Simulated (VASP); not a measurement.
# Al2O3 (R-3c) in VASP: a series of runs, part 2 of 2

VASP 6.6.1. The steps go on from the part before.

### Step 3. Single point, PBE (volume 7.356 Å^3 an atom, c/a of the conventional cell 2.5187)

The input, INCAR:

```
ALGO = Normal
EDIFF = 1E-6
ENCUT = 520
GGA = PE
ISIF = 2
ISMEAR = 0
LASPH = True
LCHARG = True
LELF = True
LREAL = False
LVHAR = True
LWAVE = False
NBANDS = 35
NELM = 80
PREC = Accurate
SIGMA = 0.05
```

The input, KPOINTS:

```
k-points
0
Gamma
  6 6 6
```

The input, POSCAR:

```
Al2O3
1.0
    2.3298178670      1.3451209727      3.9120748411
   -2.3298178670      1.3451209727      3.9120748411
    0.0000000000     -2.6902419453      3.9120748411
Al O
4 6
Direct
    0.8521293568      0.8521293568      0.8521293568
    0.6478706432      0.6478706432      0.6478706432
    0.1478706432      0.1478706432      0.1478706432
    0.3521293568      0.3521293568      0.3521293568
    0.0561574040      0.4438425960      0.7500000000
    0.7500000000      0.0561574040      0.4438425960
    0.4438425960      0.7500000000      0.0561574040
    0.9438425960      0.5561574040      0.2500000000
    0.2500000000      0.9438425960      0.5561574040
    0.5561574040      0.2500000000      0.9438425960
```

Potentials or basis: VASP PAW PBE potentials, release 64 (Al, O).

Command:

```
> cat potpaw_PBE.64/Al/POTCAR potpaw_PBE.64/O/POTCAR > POTCAR
> mpirun -np 1 vasp_std > vasp.out
```

OUTCAR:

```text
EDIFF = 1E-6
   ENCUT = 520
   GGA = PE
   ISIF = 2
   ISMEAR = 0
   LASPH = True
   LREAL = False
   NELM = 80
   PREC = Accurate

 ion  position               nearest neighbor table
   1  0.852  0.852  0.852-   8 1.79   9 1.79  10 1.79   6 1.86   5 1.86   7 1.86   2 2.40   3 2.73
                             3 2.73   3 2.73   2 3.09   2 3.09   2 3.09   4 3.33   4 3.33   4 3.33
   2  0.648  0.648  0.648-   8 1.79  10 1.79   9 1.79   7 1.86   5 1.86   6 1.86   1 2.40   4 2.73
                             4 2.73   4 2.73   1 3.09   1 3.09   1 3.09   3 3.33   3 3.33   3 3.33
   3  0.148  0.148  0.148-   5 1.79   6 1.79   7 1.79   9 1.86   8 1.86  10 1.86   4 2.40   1 2.73
[... 1143 lines left out ...]
 VOLUME and BASIS-vectors are now :
 -----------------------------------------------------------------------------
  energy-cutoff  :      520.00
  volume of cell :       73.56
      direct lattice vectors                 reciprocal lattice vectors
     2.329817867  1.345120973  3.912074841     0.214609050  0.123904593  0.085206277
    -2.329817867  1.345120973  3.912074841    -0.214609050  0.123904593  0.085206277
     0.000000000 -2.690241945  3.912074841     0.000000000 -0.247809186  0.085206277

 POSITION                                       TOTAL-FORCE (eV/Angst)
 -----------------------------------------------------------------------------------
      0.00000      0.00000     10.00078         0.000000      0.000000      1.041887
      0.00000      0.00000      7.60356         0.000000     -0.000000     -1.041887
      0.00000      0.00000      1.73544         0.000000     -0.000000     -1.041887
      0.00000      0.00000      4.13267         0.000000      0.000000      1.041887
     -0.90324     -1.34512      4.89009         0.181436      0.000000      0.000000
      1.61653     -0.10966      4.89009        -0.090718      0.157128     -0.000000
     -0.71329      1.45479      4.89009        -0.090718     -0.157128     -0.000000
      0.90324      1.34512      6.84613        -0.181436      0.000000      0.000000
     -1.61653      0.10966      6.84613         0.090718     -0.157128     -0.000000
      0.71329     -1.45479      6.84613         0.090718      0.157128     -0.000000
 -----------------------------------------------------------------------------------
    total drift:                               -0.000000     -0.000000     -0.000000

  FREE ENERGIE OF THE ION-ELECTRON SYSTEM (eV)
  ---------------------------------------------------
  free  energy   TOTEN  =       -72.2358141030 eV

  energy  without entropy=      -72.2358141030  energy(sigma->0) =      -72.23581410
```

OSZICAR:

```text
N       E                     dE             d eps       ncg     rms          rms(c)
DAV:   1     0.227141091253E+03    0.22714E+03   -0.26220E+04  2240   0.133E+03
DAV:   2    -0.700856204415E+02   -0.29723E+03   -0.28859E+03  2809   0.299E+02
DAV:   3    -0.810173524201E+02   -0.10932E+02   -0.10901E+02  2904   0.577E+01
DAV:   4    -0.810930492965E+02   -0.75697E-01   -0.75666E-01  2784   0.551E+00
DAV:   5    -0.810939108776E+02   -0.86158E-03   -0.86150E-03  2809   0.580E-01    0.190E+01
DAV:   6    -0.722523143100E+02    0.88416E+01   -0.27391E+01  2714   0.291E+01    0.665E+00
DAV:   7    -0.722201268625E+02    0.32187E-01   -0.13446E+00  2762   0.581E+00    0.345E+00
DAV:   8    -0.722329085254E+02   -0.12782E-01   -0.10162E-01  2674   0.233E+00    0.704E-01
DAV:   9    -0.722353915235E+02   -0.24830E-02   -0.28045E-02  2888   0.934E-01    0.368E-01
DAV:  10    -0.722358299134E+02   -0.43839E-03   -0.75483E-04  2565   0.172E-01    0.113E-01
DAV:  11    -0.722358103767E+02    0.19537E-04   -0.37958E-04  2701   0.116E-01    0.391E-02
DAV:  12    -0.722358142536E+02   -0.38768E-05   -0.13222E-05  2589   0.236E-02    0.587E-03
DAV:  13    -0.722358141030E+02    0.15062E-06   -0.23743E-06  2143   0.892E-03
   1 F= -.72235814E+02 E0= -.72235814E+02  d E =-.590374E-12
```

Wall time 31 s (1 thread of Intel Xeon 6975P-C (Granite Rapids), shared host); peak memory 0.22 GiB.

Results:

```
Free energy            : -72.2358 eV
Pressure               : 56.4 GPa
Largest force          : 1.042 eV/Å
Band gap on the k mesh : 7.18 eV, direct
```

Forces in eV/Å, atoms in the order of the input:
```
Al   0.000  0.000  1.042
Al   0.000  0.000 -1.042
Al   0.000  0.000 -1.042
Al   0.000  0.000  1.042
O    0.181  0.000  0.000
O   -0.091  0.157  0.000
O   -0.091 -0.157  0.000
O   -0.181  0.000  0.000
O    0.091 -0.157  0.000
O    0.091  0.157  0.000
```

Stress tensor (GPa, compression positive):
```
44.67  0.00  0.00
 0.00 44.67  0.00
 0.00  0.00 79.87
```

Caveat: forces of over 1 eV/Å act on the atoms, so gaps and moduli don't describe the material at rest. A k mesh can miss the band edges.

### Step 4. Single point, PBE (volume 7.356 Å^3 an atom, c/a of the conventional cell 2.8029)

The input, INCAR:

```
SYSTEM = Al2O3
ALGO = Normal
EDIFF = 1E-6
ENCUT = 520
GGA = PE
ISIF = 2
ISMEAR = 0
LASPH = .True.
LCHARG = .False.
LREAL = .False.
LWAVE = .False.
NBANDS = 35
NELM = 80
PREC = Accurate
SIGMA = 0.05
```

The input, KPOINTS:

```
k-points
0
Gamma
  6 6 6
  0 0 0
```

Changes to POSCAR since step 3:

```diff
@@ -2,5 +2,5 @@
 1.0
-    2.3298178670      1.3451209727      3.9120748411
-   -2.3298178670      1.3451209727      3.9120748411
-    0.0000000000     -2.6902419453      3.9120748411
+    2.2482516337      1.2980286860      4.2010830028
+   -2.2482516337      1.2980286860      4.2010830028
+    0.0000000000     -2.5960573719      4.2010830028
 Al O
```

Command:

```
> cat potpaw_PBE.64/Al/POTCAR potpaw_PBE.64/O/POTCAR > POTCAR
> mpirun -np 1 vasp_std > vasp.out
```

Run time: 44 s. Hardware: 1 thread of Intel Xeon 6975P-C (Granite Rapids), shared host; peak memory 0.25 GiB.

It converged, with:

```yaml
Free_energy: -72.5296 eV
Pressure: 58.0 GPa
Largest_force: 0.418 eV/Å
Band_gap_on_the_k_mesh: 8.13 eV, direct
```

Forces on the atoms (eV/Å):
```
Al   0.000  0.000 -0.418
Al   0.000  0.000  0.418
Al   0.000  0.000  0.418
Al   0.000  0.000 -0.418
O    0.239  0.000  0.000
O   -0.119  0.207  0.000
O   -0.119 -0.207  0.000
O   -0.239  0.000  0.000
O    0.119 -0.207  0.000
O    0.119  0.207  0.000
```

Stress tensor (GPa, compression positive):
```
64.06  0.00  0.00
 0.00 64.06  0.00
 0.00  0.00 45.98
```

Levels at points of the mesh, in eV from the valence-band top:
| k point | band 20 | band 21 | band 22 | band 23 | band 24 | band 25 | band 26 | band 27 | band 28 | band 29 |
| --- | --- | --- | --- | --- | --- | --- | --- | --- | --- | --- |
| (0.00, 0.00, 0.00) | -0.66 | -0.66 | -0.24 | 0.00 | 0.00 | 8.13 | 10.51 | 12.48 | 12.48 | 12.54 |
| (0.50, 0.00, 0.00) | -1.57 | -1.19 | -1.19 | -0.47 | -0.47 | 10.72 | 10.72 | 11.25 | 11.25 | 12.74 |
| (0.50, 0.50, 0.00) | -1.64 | -1.28 | -1.09 | -1.06 | -0.43 | 10.43 | 11.21 | 11.35 | 12.03 | 12.33 |
| (0.50, 0.50, 0.50) | -2.51 | -0.41 | -0.41 | -0.41 | -0.41 | 10.33 | 10.33 | 12.34 | 12.34 | 13.81 |

### Step 5. Single point, PBE (volume 7.356 Å^3 an atom, c/a of the conventional cell 2.6570)

The input, INCAR:

```
  PREC = Accurate
  ENCUT = 520
  EDIFF = 1E-6
  ISMEAR = 0
  SIGMA = 0.05
  LREAL = F
  LASPH = T
  NELM = 80
  ALGO = Normal
  ISIF = 2
  LWAVE = F
  LCHARG = F
  GGA = PE
  NBANDS = 35
```

The input, KPOINTS:

```
regular mesh
0
Gamma
  6 6 6
```

Changes to POSCAR since step 4:

```diff
@@ -2,5 +2,5 @@
 1.0
-    2.2482516337      1.2980286860      4.2010830028
-   -2.2482516337      1.2980286860      4.2010830028
-    0.0000000000     -2.5960573719      4.2010830028
+    2.2886722335      1.3213655301      4.0540014163
+   -2.2886722335      1.3213655301      4.0540014163
+    0.0000000000     -2.6427310602      4.0540014163
 Al O
```

Command:

```
> cat potpaw_PBE.64/Al/POTCAR potpaw_PBE.64/O/POTCAR > POTCAR
> mpirun -np 1 vasp_std > vasp.out
```

Wall time 30 s (1 thread of Intel Xeon 6975P-C (Granite Rapids), shared host); peak memory 0.22 GiB.

Results (log left out):

* Free energy: -72.6006 eV
* Pressure: 57.0 GPa
* Largest force: 0.248 eV/Å
* Band gap on the k mesh: 7.84 eV, direct

Forces in eV/Å, atoms in the order of the input:
```
Al   0.000  0.000  0.248
Al   0.000  0.000 -0.248
Al   0.000  0.000 -0.248
Al   0.000  0.000  0.248
O    0.203  0.000  0.000
O   -0.102  0.176  0.000
O   -0.102 -0.176  0.000
O   -0.203  0.000  0.000
O    0.102 -0.176  0.000
O    0.102  0.176  0.000
```

Stress tensor (GPa, compression positive):
```
53.94  0.00  0.00
 0.00 53.94  0.00
 0.00  0.00 63.11
```

Levels at points of the mesh, in eV from the valence-band top:
```csv
k point,band 21,band 22,band 23,band 24,band 25,band 26,band 27,band 28
"(0.00, 0.00, 0.00)",-0.89,-0.35,-0.35,0.00,7.84,9.82,12.40,12.60
"(0.50, 0.00, 0.00)",-1.31,-1.31,-0.52,-0.52,10.36,10.36,11.47,11.47
"(0.50, 0.50, 0.00)",-1.49,-1.33,-1.04,-0.48,9.77,10.92,11.24,11.94
"(0.50, 0.50, 0.50)",-0.79,-0.79,-0.79,-0.79,9.83,9.83,12.20,12.20
```

### Step 6. Overview

```csv
cell,gap on the mesh (eV),pressure (GPa),largest force (eV/Å)
"a = 5.045 Å, angles 51.9°, 10 atoms",7.82,59.5,0.95
"a = 4.748 Å, angles 58.8°, 10 atoms",7.18,56.4,1.04
"a = 4.938 Å, angles 54.2°, 10 atoms",8.13,58.0,0.42
"a = 4.839 Å, angles 56.4°, 10 atoms",7.84,57.0,0.25
```

Alike in all rows: task single point; level PBE; potentials or basis VASP PAW PBE potentials, release 64 (Al, O); no spin polarisation; k mesh 6 × 6 × 6; cutoff (eV) 520; smearing gaussian 0.05 eV.

Caveats: forces of over 1 eV/Å act on the atoms, so gaps and moduli don't describe the material at rest (some runs).

Absolute energies hang on the potentials; compare differences alone.
